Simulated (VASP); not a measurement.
# GdN (P6_3/mmc) in VASP: a series of runs, part 2 of 2

VASP 6.6.1. Earlier steps stand in the parts before.

## (3) Single point, PBE+U, collinear spin (16.32 Å³/atom)

This run uses another cell than the first one, of 16.32 Å³/atom.

INCAR

```
PREC = Accurate ; ENCUT = 520
EDIFF = 1E-6 ; ISMEAR = 0
SIGMA = 0.05 ; LREAL = F
LASPH = T ; NELM = 150
ALGO = Normal ; ISIF = 2
LWAVE = F ; LCHARG = F
ISPIN = 2 ; MAGMOM = 7.65 7.65 -0.14 -0.14
LORBIT = 11 ; LMAXMIX = 6
LDAU = T ; LDAUTYPE = 2
LDAUL = 3 -1 ; LDAUU = 6 0
LDAUJ = 0 0 ; LDAUPRINT = 1
GGA = PE ; NBANDS = 35
```

KPOINTS

```
regular mesh
0
Gamma
  10 10 6
```

POSCAR

```
GdN
1.0
    3.5000803447      0.0000000000      0.0000000000
   -1.7500401724      3.0311584938      0.0000000000
    0.0000000000      0.0000000000      6.1515027462
Gd N
2 2
Direct
    0.0000000000      0.0000000000      0.0000000000
    0.0000000000      0.0000000000      0.5000000000
    0.3333333333      0.6666666667      0.2500000000
    0.6666666667      0.3333333333      0.7500000000
```

Potentials or basis: VASP PAW PBE potentials, release 64 (Gd, N).

Launch:

```
cat potpaw_PBE.64/Gd/POTCAR potpaw_PBE.64/N/POTCAR > POTCAR
mpirun -np 1 vasp_std > vasp.out
```

OUTCAR:

```text
PREC = Accurate
   ENCUT = 520
   EDIFF = 1E-6
   ISMEAR = 0
   LREAL = F
   LASPH = T
   NELM = 150
   ISIF = 2
   ISPIN = 2
   LORBIT = 11
   GGA = PE

 ion  position               nearest neighbor table
   1  0.000  0.000  0.000-   3 2.54   4 2.54   4 2.54   3 2.54   4 2.54   3 2.54   2 3.08   2 3.08

   2  0.000  0.000  0.500-   3 2.54   4 2.54   4 2.54   3 2.54   4 2.54   3 2.54   1 3.08   1 3.08

   3  0.333  0.667  0.250-   1 2.54   2 2.54   1 2.54   2 2.54   1 2.54   2 2.54
   4  0.667  0.333  0.750-   1 2.54   2 2.54   1 2.54   2 2.54   1 2.54   2 2.54

  LATTYP: Found a hexagonal cell.
 ALAT       =     3.5000803447
 C/A-ratio  =     1.7575318680

  Lattice vectors:

 A1 = (   3.5000803447,   0.0000000000,   0.0000000000)
 A2 = (  -1.7500401724,   3.0311584938,   0.0000000000)
 A3 = (   0.0000000000,   0.0000000000,   6.1515027462)
[... 2123 lines left out ...]

  FORCE on cell =-STRESS in cart. coord.  units (eV):
  Direction    XX          YY          ZZ          XY          YZ          ZX
  --------------------------------------------------------------------------------------
  -------------------------------------------------------------------------------------
  Total       -0.9970105     -0.9970105     -1.0574987      0.0000000      0.0000000      0.0000000
  in kB      -24.4761117    -24.4761117    -25.9610684      0.0000000      0.0000000      0.0000000
  external PRESSURE =     -24.9710973 kB  Pullay stress =       0.0000000 kB

 VOLUME and BASIS-vectors are now :
 -----------------------------------------------------------------------------
  energy-cutoff  :      520.00
  volume of cell :       65.26
      direct lattice vectors                 reciprocal lattice vectors
     3.500080345  0.000000000  0.000000000     0.285707727  0.164953433  0.000000000
    -1.750040172  3.031158494  0.000000000     0.000000000  0.329906866  0.000000000
     0.000000000  0.000000000  6.151502746     0.000000000  0.000000000  0.162561904

 POSITION                                       TOTAL-FORCE (eV/Angst)
 -----------------------------------------------------------------------------------
      0.00000      0.00000      0.00000        -0.000000      0.000000     -0.000000
      0.00000      0.00000      3.07575        -0.000000      0.000000     -0.000000
     -0.00000      2.02077      1.53788        -0.000000     -0.000000     -0.000000
      1.75004      1.01039      4.61363         0.000000      0.000000      0.000000
 -----------------------------------------------------------------------------------
    total drift:                               -0.000000     -0.000000      0.000000

  FREE ENERGIE OF THE ION-ELECTRON SYSTEM (eV)
  ---------------------------------------------------
  free  energy   TOTEN  =       -44.2493153182 eV

  energy  without entropy=      -44.2489807018  energy(sigma->0) =      -44.24914801

 total charge

# of ion       s       p       d       f       tot
--------------------------------------------------
    1        2.040   5.655   0.524   6.978  15.197
    2        2.040   5.655   0.524   6.978  15.197
    3        1.244   2.370   0.000   0.000   3.614
    4        1.244   2.370   0.000   0.000   3.614
--------------------------------------------------
tot          6.569  16.050   1.047  13.956  37.623

 magnetization (x)

# of ion       s       p       d       f       tot
--------------------------------------------------
    1       -0.003  -0.083   0.072   6.891   6.877
    2       -0.003  -0.083   0.072   6.891   6.877
    3       -0.008  -0.094   0.000   0.000  -0.101
    4       -0.008  -0.094   0.000   0.000  -0.101
--------------------------------------------------
tot         -0.022  -0.354   0.144  13.782  13.551
```

OSZICAR:

```text
N       E                     dE             d eps       ncg     rms          rms(c)
DAV:   1     0.368802029604E+03    0.36880E+03   -0.16086E+04 11459   0.688E+03
DAV:   2     0.569419568700E+02   -0.31186E+03   -0.25245E+03 11733   0.558E+02
[... 32 lines left out ...]
DAV:  35    -0.442494576683E+02   -0.23375E-05   -0.35905E-05 12280   0.499E-02    0.112E+00
DAV:  36    -0.442494404415E+02    0.17227E-04   -0.54234E-06  8351   0.241E-02    0.107E+00
DAV:  37    -0.442493631580E+02    0.77284E-04   -0.80318E-05 13728   0.108E-01    0.911E-01
DAV:  38    -0.442493042166E+02    0.58941E-04   -0.23432E-04 14328   0.178E-01    0.341E-01
DAV:  39    -0.442493136860E+02   -0.94694E-05   -0.99584E-05 14794   0.526E-02    0.148E-01
DAV:  40    -0.442493149466E+02   -0.12606E-05   -0.69197E-06 10332   0.125E-02    0.971E-02
DAV:  41    -0.442493153182E+02   -0.37163E-06   -0.27859E-07  5864   0.991E-03
   1 F= -.44249315E+02 E0= -.44249148E+02  d E =-.334616E-03  mag=    14.0000
```

Run time: 18 min. Hardware: 1 thread of Intel Xeon Platinum 8488C (Sapphire Rapids), shared host; peak memory 0.37 GiB.

What came out:

```yaml
Free_energy: -44.2493 eV
Pressure: -2.5 GPa
Band_gap_on_the_k_mesh: zero (filled and empty bands overlap)
Net_moment: 14.00 μB per cell
Site_moments: Gd +6.88; N -0.10 μB
Valence_electrons_inside_the_program's_atomic_spheres: Gd 15.20; N 3.61
```

Levels at points of the mesh, in eV from the Fermi level:
Spin up:
```
           k point  band 26  band 27  band 28  band 29  band 30  band 31  band 32  band 33  band 34  band 35
(0.00, 0.00, 0.00)    -2.08    -2.08    -0.23    -0.06     0.21     0.21     2.86     2.86     3.10     3.12
(0.50, 0.00, 0.00)    -2.93    -2.29    -1.26    -0.70    -0.18    -0.04     2.63     4.87     5.72     5.98
(0.00, 0.00, 0.50)    -2.56    -1.19    -1.19    -1.19    -1.19     2.88     2.88     3.74     3.74     3.74
(0.50, 0.00, 0.50)    -2.98    -1.67    -1.67    -1.33    -1.33     1.85     1.85     5.68     5.68     6.42
```
Spin down:
```csv
k point,band 12,band 13,band 14,band 15,band 16,band 17,band 18,band 19,band 20,band 21
"(0.00, 0.00, 0.00)",-1.98,-1.98,-0.54,-0.31,-0.31,0.60,3.57,3.70,3.70,3.85
"(0.50, 0.00, 0.00)",-2.79,-2.18,-1.21,-0.74,-0.45,0.74,3.31,4.12,4.28,4.29
"(0.00, 0.00, 0.50)",-2.50,-1.27,-1.27,-1.27,-1.27,2.98,2.98,4.12,4.12,4.12
"(0.50, 0.00, 0.50)",-2.74,-1.67,-1.67,-1.36,-1.36,2.44,2.44,4.21,4.21,4.33
```

Eigenvalues of the final occupation matrices:
| site | spin | trace | eigenvalues |
| --- | --- | --- | --- |
| site 1 f | 1 | 6.94 | 0.99 0.99 0.99 0.99 0.99 0.99 0.99 |
| site 1 f | 2 | 0.04 | 0.00 0.00 0.00 0.00 0.01 0.01 0.01 |
| site 2 f | 1 | 6.94 | 0.99 0.99 0.99 0.99 0.99 0.99 0.99 |
| site 2 f | 2 | 0.04 | 0.00 0.00 0.00 0.00 0.01 0.01 0.01 |

Caveat: spin-orbit coupling is left out, which moves the levels of the heavy elements.
